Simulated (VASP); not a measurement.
# Ru (P6_3/mmc) in VASP: notebook

The runs below take Ru through single point, with LDA.

Program: VASP 6.6.1. These are calculated values, not measurements. Logs are shortened: lines on timing, memory, paths and dates and some standing lists are left out, and cuts for length are marked.

### 1 The cell of the first run

The structure is hexagonal, space group P6_3/mmc (No. 194). Conventional cell: a = 2.392 Å, b = 2.392 Å, c = 3.820 Å, α = 90.00°, β = 90.00°, γ = 120.00°. Ru (site symmetry -6m2) has 12 Ru at 2.36 to 2.39 Å within 3.1 Å.

### 2 Single point, LDA

Contents of INCAR:

```
  ALGO = Normal
  EDIFF = 1E-7
  ENCUT = 520
  ISIF = 2
  ISMEAR = -1
  LASPH = True
  LCHARG = False
  LREAL = False
  LWAVE = False
  NBANDS = 21
  NELM = 80
  PREC = Accurate
  SIGMA = 0.1
```

Contents of KPOINTS:

```
k-points
0
Gamma
  19 19 10
```

Contents of POSCAR:

```
Ru
1.0
    2.3920293528      0.0000000000      0.0000000000
   -1.1960146764      2.0715581861      0.0000000000
    0.0000000000      0.0000000000      3.8202807392
Ru
2
Direct
    0.3333333333      0.6666666667      0.2500000000
    0.6666666667      0.3333333333      0.7500000000
```

Potentials or basis: VASP PAW LDA potentials, release 64 (Ru_pv).

On the command line:

```sh
cat potpaw_LDA.64/Ru_pv/POTCAR > POTCAR
mpirun -np 1 vasp_std > vasp.out
```

OUTCAR:

```text
EDIFF = 1E-7
   ENCUT = 520
   ISIF = 2
   ISMEAR = -1
   LASPH = True
   LREAL = False
   NELM = 80
   PREC = Accurate

 ion  position               nearest neighbor table
   1  0.333  0.667  0.250-   2 2.36   2 2.36   2 2.36   2 2.36   2 2.36   2 2.36   2 3.36   2 3.36
                             2 3.36   2 3.36   2 3.36   2 3.36
   2  0.667  0.333  0.750-   1 2.36   1 2.36   1 2.36   1 2.36   1 2.36   1 2.36   1 3.36   1 3.36
                             1 3.36   1 3.36   1 3.36   1 3.36

  LATTYP: Found a hexagonal cell.
 ALAT       =     2.3920293528
 C/A-ratio  =     1.5970877342

  Lattice vectors:

 A1 = (   2.3920293528,   0.0000000000,   0.0000000000)
 A2 = (  -1.1960146764,   2.0715581861,   0.0000000000)
 A3 = (   0.0000000000,   0.0000000000,   3.8202807392)

Analysis of symmetry for initial positions (statically):
=====================================================================
 Subroutine PRICEL returns:
 Original cell was already a primitive cell.

 Routine SETGRP: Setting up the symmetry group for a
 hexagonal supercell.

 Subroutine GETGRP returns: Found 24 space group operations
 (whereof 12 operations were pure point group operations)
 out of a pool of 24 trial point group operations.

The static configuration has the point symmetry D_3d.
 The point group associated with its full space group is D_6h.

Analysis of symmetry for dynamics (positions and initial velocities):
=====================================================================
 Subroutine PRICEL returns:
 Original cell was already a primitive cell.

 Routine SETGRP: Setting up the symmetry group for a
 hexagonal supercell.

 Subroutine GETGRP returns: Found 24 space group operations
 (whereof 12 operations were pure point group operations)
 out of a pool of 24 trial point group operations.

The dynamic configuration has the point symmetry D_3d.
 The point group associated with its full space group is D_6h.

 Subroutine INISYM returns: Found 24 space group operations
 (whereof 12 operations are pure point group operations),
 and found     1 'primitive' translations

----------------------------------------------------------------------------------------

                                     Primitive cell

  volume of cell :      18.9304

  direct lattice vectors                    reciprocal lattice vectors
     2.392029353  0.000000000  0.000000000     0.418055071  0.241364208  0.000000000
    -1.196014676  2.071558186  0.000000000     0.000000000  0.482728415  0.000000000
     0.000000000  0.000000000  3.820280739     0.000000000  0.000000000  0.261760867

  length of vectors
     2.392029353  2.392029353  3.820280739     0.482728415  0.482728415  0.261760867

  position of ions in fractional coordinates (direct lattice)
     0.333333333  0.666666667  0.250000000
     0.666666667  0.333333333  0.750000000

  ion indices of the primitive-cell ions
   primitive index   ion index
                 1           1
                 2           2

----------------------------------------------------------------------------------------

 KPOINTS: k-points

Automatic generation of k-mesh.
 Grid dimensions read from file:
 generate k-points for:   19   19   10

 Generating k-lattice:

  Cartesian coordinates                     Fractional coordinates (reciprocal lattice)
     0.022002898  0.012703379  0.000000000     0.052631579 -0.000000000  0.000000000
     0.000000000  0.025406759  0.000000000     0.000000000  0.052631579  0.000000000
     0.000000000  0.000000000  0.026176087     0.000000000  0.000000000  0.100000000

  Length of vectors
     0.025406759  0.025406759  0.026176087

  Shift w.r.t. Gamma in fractional coordinates (k-lattice)
     0.000000000  0.000000000  0.000000000

 Subroutine IBZKPT returns following result:
 ===========================================

 Found    240 irreducible k-points:

 Following reciprocal coordinates:
            Coordinates               Weight
  0.000000  0.000000  0.000000      1.000000
  0.052632  0.000000  0.000000      6.000000
  0.105263  0.000000  0.000000      6.000000
  0.157895 -0.000000  0.000000      6.000000
  0.210526 -0.000000  0.000000      6.000000
  0.263158  0.000000  0.000000      6.000000
[... 16 lines left out ...]
  0.263158  0.105263  0.000000     12.000000
  0.315789  0.105263  0.000000     12.000000
 [... further k-points ...]
   k-points           NKPTS =    240   k-points in BZ     NKDIM =    240   number of bands    NBANDS=     21
   number of dos      NEDOS =    301   number of ions     NIONS =      2
   total plane-waves  NPLWV =   9072
   dimension x,y,z NGX =    18 NGY =   18 NGZ =   28
   dimension x,y,z NGXF=    36 NGYF=   36 NGZF=   56
   ions per type =               2
   NGX,Y,Z   is equivalent  to a cutoff of  12.51, 12.51, 12.18 a.u.
   NGXF,Y,Z  is equivalent  to a cutoff of  25.02, 25.02, 24.37 a.u.
 SYSTEM =  unknown system
   PREC   = accura    normal or accurate (medium, high low for compatibility)
   ISTART =      0    job   : 0-new  1-cont  2-samecut
   ICHARG =      2    charge: 1-file 2-atom 10-const
   ISPIN  =      1    spin polarized calculation?
   LNONCOLLINEAR =      F non collinear calculations
   LSORBIT =      F    spin-orbit coupling
   LASPH  =      T    aspherical Exc in radial PAW
   ENCUT  =  520.0 eV  38.22 Ry    6.18 a.u.   4.45  4.45  7.10*2*pi/ulx,y,z
   NELM   =     80;   NELMIN=  2; NELMDL= -5     # of ELM steps
   EDIFF  = 0.1E-06   stopping-criterion for ELM
   LREAL  =      F    real-space projection
   EDIFFG = 0.1E-05   stopping-criterion for IOM
   NSW    =      0    number of steps for IOM
   IBRION =     -1    ionic relax: 0-MD 1-quasi-New 2-CG
   NFREE  =      0    steps in history (QN), initial steepest desc. (CG)
   ISIF   =      2    stress and relaxation
   ISYM   =      2    0-nonsym 1-usesym 2-fastsym
   POTIM  = 0.5000    time-step for ionic-motion
   TEBEG  =    0.0;   TEEND  =   0.0 temperature during run
   PSTRESS=    0.0 pullay stress
   NELECT =      28.0000    total number of electrons
   NUPDOWN=      -1.0000    fix difference up-down
   EMIN   =  10.00;   EMAX   =-10.00  energy-range for DOS
   EFERMI =   0.00;   METHOD = LEGACY
   ISMEAR =    -1;   SIGMA  =   0.10  broadening in eV -4-tet -1-fermi 0-gaus
   EFERMI_NEDOS =   21; number of points for ismear=-14 and -15
   IALGO  =     38    algorithm
   IMIX   =      4    mixing-type and parameters
     AMIX     =   0.40;   BMIX     =  1.00
     AMIX_MAG =   1.60;   BMIX_MAG =  1.00
  volume/ion in A,a.u.               =       9.47        63.87
  Fermi-wavevector in a.u.,A,eV,Ry     =   1.865268  3.524845 47.337718  3.479224
  Thomas-Fermi vector in A             =   2.912222
   LORBIT       =      0    0 simple, 1 ext, 2 COOP (PROOUT), +10 PAW based schemes
   GGA     = CA    functional components
   LHFCALC =     F    Hartree Fock is set to
   AEXX    =    0.0000 exact exchange contribution
   IVDW    =     0    specifies the selected vdW correction
   LEPSILON=     F    determine dielectric tensor
   LRPA    =     F    only Hartree local field effects (RPA)
 non-spin polarized calculation
  energy-cutoff  :      520.00
  volume of cell :       18.93
 maximum number of plane-waves:       537
 NGX is ok and might be reduce to    18
   NGX =  9   NGY =  9   NGZ = 15

 number of electron      28.0000015 magnetization

 Free energy of the ion-electron system (eV)
  ---------------------------------------------------
  ext. energy  EPLUGINS =         0.00000000
  ---------------------------------------------------
  free energy    TOTEN  =       -17.08893422 eV

  energy without entropy =      -17.06252341  energy(sigma->0) =      -17.07572881

 E-fermi :  20.6508     XC(G=0): -16.6976

 val. band max:       20.6419306587   @ k =   0.1579   0.1053   0.3000
 cond. band min:      20.6585448979   @ k =   0.1053   0.1053   0.4000
 fundamental gap:      0.0166142392
 Fermi energy:        20.6507502231

 k-point     1 :       0.0000    0.0000    0.0000
  band No.  band energies     occupation
      1     -25.1130      2.00000
      2     -22.2035      2.00000
      3     -22.2035      2.00000
      4     -21.7299      2.00000
      5     -21.7299      2.00000
      6     -21.6311      2.00000
[... 13 lines left out ...]
     20      30.3704      0.00000
     21      34.8643      0.00000

 k-point     2 :       0.0526    0.0000    0.0000
  band No.  band energies     occupation
      1     -25.0847      2.00000
      2     -22.2750      2.00000
      3     -22.2266      2.00000
      4     -21.8025      2.00000
      5     -21.7380      2.00000
      6     -21.6435      2.00000
[... 13 lines left out ...]
     20      30.3704      0.00000
     21      35.2173      0.00000

 k-point     3 :       0.1053    0.0000    0.0000
  band No.  band energies     occupation
      1     -25.0012      2.00000
      2     -22.4803      2.00000
      3     -22.2919      2.00000
      4     -22.0092      2.00000
      5     -21.7628      2.00000
      6     -21.6811      2.00000
[... 13 lines left out ...]
     20      30.3703      0.00000
     21      35.7979      0.00000

 k-point     4 :       0.1579   -0.0000    0.0000
  band No.  band energies     occupation
      1     -24.8664      2.00000
      2     -22.7939      2.00000
      3     -22.3888      2.00000
      4     -22.3188      2.00000
      5     -21.8040      2.00000
      6     -21.7447      2.00000
[... 13 lines left out ...]
     20      30.3704      0.00000
     21      35.7563      0.00000

 k-point     5 :       0.2105   -0.0000    0.0000
  band No.  band energies     occupation
      1     -24.6871      2.00000
      2     -23.1778      2.00000
      3     -22.6891      2.00000
      4     -22.5045      2.00000
      5     -21.8587      2.00000
      6     -21.8349      2.00000
[... 13 lines left out ...]
     20      30.3703      0.00000
     21      35.4626      0.00000

 k-point     6 :       0.2632    0.0000    0.0000
  band No.  band energies     occupation
      1     -24.4730      2.00000
      2     -23.5875      2.00000
      3     -23.0755      2.00000
      4     -22.6252      2.00000
      5     -21.9515      2.00000
      6     -21.9210      2.00000
[... 13 lines left out ...]
     20      32.1001      0.00000
     21      35.0215      0.00000

 k-point     7 :       0.3158    0.0000    0.0000
  band No.  band energies     occupation
      1     -24.2373      2.00000
      2     -23.9777      2.00000
      3     -23.4369      2.00000
      4     -22.7385      2.00000
      5     -22.0917      2.00000
      6     -21.9835      2.00000
[... 13 lines left out ...]
     20      33.7885      0.00000
     21      34.5475      0.00000
[... 291 lines left out ...]
      1     -24.7880      2.00000
      2     -22.8897      2.00000
      3     -22.6817      2.00000
      4     -22.2739      2.00000
      5     -21.8809      2.00000
      6     -21.7833      2.00000
[... 13 lines left out ...]
     20      30.3703      0.00000
     21      35.6751      0.00000

 k-point    21 :       0.1579    0.1053    0.0000
  band No.  band energies     occupation
      1     -24.6127      2.00000
      2     -23.2058      2.00000
      3     -22.9902      2.00000
      4     -22.4316      2.00000
      5     -21.9690      2.00000
      6     -21.8739      2.00000
[... 13 lines left out ...]
     20      31.0381      0.00000
     21      35.3843      0.00000

 k-point    22 :       0.2105    0.1053    0.0000
  band No.  band energies     occupation
      1     -24.4030      2.00000
      2     -23.5776      2.00000
      3     -23.2778      2.00000
      4     -22.6116      2.00000
      5     -22.0560      2.00000
      6     -21.9910      2.00000
[... 13 lines left out ...]
     20      32.8040      0.00000
     21      35.0307      0.00000

 k-point    23 :       0.2632    0.1053    0.0000
  band No.  band energies     occupation
      1     -24.1715      2.00000
      2     -23.9435      2.00000
      3     -23.5386      2.00000
      4     -22.7861      2.00000
      5     -22.1369      2.00000
      6     -22.1318      2.00000
[... 13 lines left out ...]
     20      34.4700      0.00000
     21      34.7207      0.00000

 k-point    24 :       0.3158    0.1053    0.0000
  band No.  band energies     occupation
      1     -24.2552      2.00000
      2     -23.9356      2.00000
      3     -23.7591      2.00000
      4     -22.9326      2.00000
      5     -22.2888      2.00000
      6     -22.2058      2.00000
[... 13 lines left out ...]
     20      34.2673      0.00000
     21      35.7467      0.00000

 [... further k-points ...]

------------------------ aborting loop because EDIFF is reached ----------------------------------------

  FORCE on cell =-STRESS in cart. coord.  units (eV):
  Direction    XX          YY          ZZ          XY          YZ          ZX
  --------------------------------------------------------------------------------------
  -------------------------------------------------------------------------------------
  Total       30.2345551     30.2345551     30.2839580      0.0000000      0.0000000      0.0000000
  in kB     2558.9113722   2558.9113722   2563.0926045      0.0000000      0.0000000      0.0000000
  external PRESSURE =    2560.3051163 kB  Pullay stress =       0.0000000 kB

 VOLUME and BASIS-vectors are now :
 -----------------------------------------------------------------------------
  energy-cutoff  :      520.00
  volume of cell :       18.93
      direct lattice vectors                 reciprocal lattice vectors
     2.392029353  0.000000000  0.000000000     0.418055071  0.241364208  0.000000000
    -1.196014676  2.071558186  0.000000000     0.000000000  0.482728415  0.000000000
     0.000000000  0.000000000  3.820280739     0.000000000  0.000000000  0.261760867

 POSITION                                       TOTAL-FORCE (eV/Angst)
 -----------------------------------------------------------------------------------
     -0.00000      1.38104      0.95507        -0.000000     -0.000000      0.000000
      1.19601      0.69052      2.86521         0.000000      0.000000      0.000000
 -----------------------------------------------------------------------------------
    total drift:                               -0.000000      0.000000     -0.000000

  FREE ENERGIE OF THE ION-ELECTRON SYSTEM (eV)
  ---------------------------------------------------
  free  energy   TOTEN  =       -17.0889342164 eV

  energy  without entropy=      -17.0625234077  energy(sigma->0) =      -17.07572881
```

Wall time 29 s (1 thread of Intel Xeon 6975P-C (Granite Rapids), shared host); peak memory 0.18 GiB.

What came out:

| Property | Result |
| --- | --- |
| Free energy | -17.0889 eV |
| Pressure | 256.0 GPa |
| Band gap on the k mesh | zero (band 14 reaches 23.27 eV, above the bottom of band 15 at 17.80 eV) |

### 3 Single point, LDA

Contents of INCAR:

```
SYSTEM = Ru
PREC = Accurate
ENCUT = 520
EDIFF = 1E-6
ISMEAR = -1
SIGMA = 0.1
LREAL = .FALSE.
LASPH = .TRUE.
NELM = 60
ALGO = Normal
ISIF = 2
LWAVE = .FALSE.
LCHARG = .FALSE.
GGA = CA
NBANDS = 21
```

Contents of KPOINTS:

```
Automatic mesh
0
G
  19 19 10
  0 0 0
```

Contents of POSCAR:

```
Ru
1.0
    2.3924501144      0.0000000000      0.0000000000
   -1.1962250572      2.0719225764      0.0000000000
    0.0000000000      0.0000000000      3.8207897768
Ru
2
Direct
    0.3333333333      0.6666666667      0.2500000000
    0.6666666667      0.3333333333      0.7500000000
```

Potentials or basis: VASP PAW LDA potentials, release 64 (Ru_pv).

On the command line:

```sh
cat potpaw_LDA.64/Ru_pv/POTCAR > POTCAR
mpirun -np 1 vasp_std > vasp.out
```

Wall time 26 s (1 thread of Intel Xeon 6975P-C (Granite Rapids), shared host); peak memory 0.18 GiB.

The run converged. Its results:

```yaml
Free_energy: -17.1036 eV
Pressure: 255.3 GPa
Band_gap_on_the_k_mesh: zero (band 14 reaches 23.26 eV, above the bottom of band 15 at 17.79 eV)
```

Stress tensor (GPa, compression positive):
```
255.19   0.00   0.00
  0.00 255.19   0.00
  0.00   0.00 255.62
```

Levels at points of the mesh, in eV from the Fermi level:
| k point | band 11 | band 12 | band 13 | band 14 | band 15 | band 16 | band 17 | band 18 |
| --- | --- | --- | --- | --- | --- | --- | --- | --- |
| (0.00, 0.00, 0.00) | -4.40 | -3.40 | -3.40 | -2.37 | -2.37 | 1.85 | 1.85 | 2.18 |
| (0.00, 0.00, 0.50) | -4.79 | -4.79 | -3.79 | -3.79 | 0.91 | 0.91 | 0.91 | 0.91 |
